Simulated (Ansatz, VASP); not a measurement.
**HfN in VASP and in Ansatz**

```
CELL_PARAMETERS angstrom
2.53210 0.00000 0.00000
0.00000 2.53210 0.00000
0.00000 0.00000 2.53210
ATOMIC_POSITIONS crystal
Hf 0.00000 0.00000 0.00000
N 0.50000 0.50000 0.50000
```

Change from the starting cell: volume scaled by 0.72, LAPW.

Alike in both runs: task single point; functional PBE; k mesh 14 × 14 × 14; occupations fermi-dirac, width 0.05 eV; no spin polarisation.

|  | VASP | Ansatz |
| --- | --- | --- |
| version | VASP 6.6.1 | Ansatz 0.2.0 |
| potentials or method | VASP PAW PBE potentials, release 64 (Hf_pv, N), cutoff 520 eV | all-electron LAPW, scalar-relativistic |

```csv
,VASP,Ansatz,Ansatz less VASP
pressure (GPa),148.6,155.1,+6.50
```

Both programs put the cell under a high pressure, so it lies far from rest at this level. Ansatz ran all-electron here, and VASP with PAW potentials.

Spin-orbit coupling is off throughout. Noted on VASP's run: the cell as given lies far from equilibrium.
